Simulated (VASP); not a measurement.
# BP (F-43m) in VASP: a series of runs, part 2 of 2

VASP 6.6.1. Earlier steps stand in the parts before.

**4. Relaxation of cell and atoms, PBE**

This run uses another cell than the first one, of 10.57 Å³/atom, 0.899 times its volume.

Input file INCAR:

```
PREC = Accurate
ENCUT = 600
EDIFF = 1E-6
ISMEAR = 0
SIGMA = 0.1
LREAL = False
LASPH = True
NELM = 100
ALGO = Normal
ISIF = 3
LWAVE = False
LCHARG = False
GGA = PE
IBRION = 2
NSW = 80
EDIFFG = -0.05
```

Input file KPOINTS:

```
Automatic mesh
0
Gamma
  8 8 8
```

Input file POSCAR:

```
BP
1.0
    0.0000000000      2.1943061191      2.1943061191
    2.1943061191      0.0000000000      2.1943061191
    2.1943061191      2.1943061191      0.0000000000
B P
1 1
Direct
    0.0000000000      0.0000000000      0.0000000000
    0.7500000000      0.7500000000      0.7500000000
```

The run is started by

```
> cat potpaw_PBE.64/B/POTCAR potpaw_PBE.64/P/POTCAR > POTCAR
> mpirun -np 1 vasp_std > vasp.out
```

It took 19 s on 1 thread of Intel Xeon 6975P-C (Granite Rapids), shared host; peak memory 0.15 GiB.

The run converged. Its results:

- Free energy: -12.9295 eV
- Relaxed volume: 11.76 Å³/atom
- Relaxed cell: a = 3.216 Å, b = 3.216 Å, c = 3.216 Å, α = 60.00°, β = 60.00°, γ = 60.00°
- Space group after relaxing (to 0.05 Å): F-43m (No. 216)
- Energy gained by relaxing: 71.0 meV/atom
- Ionic steps: 3
- Pressure after relaxing: -0.1 GPa
- Band gap on the k mesh: 1.28 eV, indirect (least direct gap 3.39 eV)

The path:
```tsv
step	energy change (eV)	largest force (eV/Å)	pressure (GPa)	volume (Å³)
1	0.0000	0.0000	20.96	21.13
2	-0.0553	0.0000	-12.01	25.65
3	-0.1420	0.0000	-0.15	23.51
```

Final structure:
```
B P
1.0
     0.00000    2.27390    2.27390
     2.27390    0.00000    2.27390
     2.27390    2.27390    0.00000
B P
1 1
Direct
  0.00000 0.00000 0.00000
  0.75000 0.75000 0.75000
```

Levels at points of the mesh, in eV from the valence-band top:
| k point | band 1 | band 2 | band 3 | band 4 | band 5 | band 6 | band 7 | band 8 |
| --- | --- | --- | --- | --- | --- | --- | --- | --- |
| (0.00, 0.00, 0.00) | -15.40 | 0.00 | 0.00 | 0.00 | 3.39 | 3.39 | 3.39 | 7.28 |
| (0.50, 0.00, 0.00) | -12.10 | -8.99 | -1.75 | -1.75 | 3.74 | 4.71 | 4.71 | 10.10 |
| (0.50, 0.50, 0.00) | -10.58 | -8.55 | -4.09 | -4.09 | 1.35 | 1.67 | 12.06 | 12.06 |

A k mesh can miss the band edges. PBE gaps usually lie below the measured ones, often by a third to a half.

**5. Relaxation of cell and atoms, PBE**

Input file INCAR:

```
SYSTEM = BP
ALGO = Normal ; EDIFF = 1E-6
EDIFFG = -0.01 ; ENCUT = 600
GGA = PE ; IBRION = 2
ISIF = 3 ; ISMEAR = 0
LASPH = .True. ; LCHARG = .False.
LREAL = .False. ; LWAVE = .False.
NELM = 80 ; NSW = 80
PREC = Accurate ; SIGMA = 0.02
```

Input file KPOINTS:

```
k-points
0
Gamma
  10 10 10
  0 0 0
```

Input file POSCAR:

```
BP
1.0
    0.0000000000      2.2734190005      2.2734190005
    2.2734190005      0.0000000000      2.2734190005
    2.2734190005      2.2734190005      0.0000000000
B P
1 1
Direct
    0.0000000000      0.0000000000      0.0000000000
    0.7500000000      0.7500000000      0.7500000000
```

The run is started by

```
> cat potpaw_PBE.64/B/POTCAR potpaw_PBE.64/P/POTCAR > POTCAR
> mpirun -np 1 vasp_std > vasp.out
```

It took 12 s on 1 thread of Intel Xeon 6975P-C (Granite Rapids), shared host; peak memory 0.15 GiB.

It converged, with:

```
Free energy             : -12.9325 eV
Pressure after relaxing : -0.1 GPa
Band gap on the k mesh  : 1.25 eV, indirect (least direct gap 3.39 eV)
```

Final structure:
```xyz
2
Lattice="0.0000 2.2734 2.2734 2.2734 0.0000 2.2734 2.2734 2.2734 0.0000" Properties=species:S:1:pos:R:3 pbc="T T T"
B     0.0000    0.0000    0.0000
P     3.4101    3.4101    3.4101
```

Levels at points of the mesh, in eV from the valence-band top:
```csv
k point,band 1,band 2,band 3,band 4,band 5,band 6,band 7,band 8
"(0.00, 0.00, 0.00)",-15.41,0.00,0.00,0.00,3.39,3.39,3.39,7.29
"(0.50, 0.00, 0.00)",-12.11,-8.99,-1.75,-1.75,3.75,4.71,4.71,10.11
"(0.50, 0.50, 0.00)",-10.58,-8.55,-4.09,-4.09,1.34,1.66,12.07,12.07
```

Caveat: the relaxation stopped at its first step, so nothing moved. PBE gaps usually lie below the measured ones, often by a third to a half.

**6. Single point, PBE**

This run uses another cell than the first one, of 10.57 Å³/atom, 0.899 times its volume.

Input file INCAR:

```
ALGO     = Normal         # electronic algorithm
EDIFF    = 1E-6           # SCF threshold, eV
ENCUT    = 500            # plane-wave cutoff, eV
GGA      = PE             # functional
GGA_COMPAT= False        
ISIF     = 2              # what is computed and relaxed
ISMEAR   = 0              # smearing method
LASPH    = True           # aspherical terms in the spheres
LCHARG   = True           # write CHGCAR
LELF     = True           # ELF
LREAL    = False          # projectors in reciprocal space
LVHAR    = True         
LWAVE    = False          # write WAVECAR
NBANDS   = 11             # bands
NELM     = 120            # most SCF steps
PREC     = Accurate       # precision mode
SIGMA    = 0.1            # smearing width, eV
```

Input file KPOINTS:

```
k-points
0
Gamma
  8 8 8
```

Input file POSCAR:

```
BP
1.0
    0.0000000000      2.1943061191      2.1943061191
    2.1943061191      0.0000000000      2.1943061191
    2.1943061191      2.1943061191      0.0000000000
B P
1 1
Direct
    0.0000000000      0.0000000000      0.0000000000
    0.7500000000      0.7500000000      0.7500000000
```

Potentials or basis: VASP PAW PBE potentials, release 64 (B, P).

The run is started by

```
> cat potpaw_PBE.64/B/POTCAR potpaw_PBE.64/P/POTCAR > POTCAR
> mpirun -np 1 vasp_std > vasp.out
```

Wall time 8.3 s (1 thread of Intel Xeon 8259CL, shared host); peak memory 0.13 GiB.

Results (log left out):

```yaml
Free_energy: -12.7855 eV
Pressure: 21.0 GPa
Band_gap_on_the_k_mesh: 1.12 eV, indirect (least direct gap 3.57 eV)
```

Levels at points of the mesh, in eV from the valence-band top:
| k point | band 2 | band 3 | band 4 | band 5 | band 6 | band 7 |
| --- | --- | --- | --- | --- | --- | --- |
| (0.00, 0.00, 0.00) | 0.00 | 0.00 | 0.00 | 3.57 | 3.57 | 3.57 |
| (0.50, 0.00, 0.00) | -9.78 | -1.87 | -1.87 | 4.40 | 4.78 | 4.78 |
| (0.50, 0.50, 0.00) | -9.11 | -4.48 | -4.48 | 1.12 | 1.57 | 13.08 |

**7. Overview**

```csv
task,cell,k mesh,cutoff (eV),smearing,gap on the mesh (eV),pressure (GPa)
single point,"a = 3.215 Å, angles 60.0°, 2 atoms",8 × 8 × 8,520,gaussian 0.1 eV,1.28,0.0
single point,"a = 3.216 Å, angles 60.0°, 2 atoms",10 × 10 × 10,520,gaussian 0.02 eV,1.25,-0.2
relaxation of cell and atoms,"relaxed from a = 3.103 Å, angles 60.0°, 2 atoms",8 × 8 × 8,600,gaussian 0.1 eV,1.28,-0.1
relaxation of cell and atoms,"relaxed from a = 3.215 Å, angles 60.0°, 2 atoms",10 × 10 × 10,600,gaussian 0.02 eV,1.25,-0.1
single point,"a = 3.103 Å, angles 60.0°, 2 atoms",8 × 8 × 8,500,gaussian 0.1 eV,1.12,21.0
```

Alike in all rows: level PBE; potentials or basis VASP PAW PBE potentials, release 64 (B, P); no spin polarisation.

Caveats: the relaxation stopped at its first step, so nothing moved (some runs).

Total energies depend on the potentials used, so only differences within one code and one set of settings carry meaning.
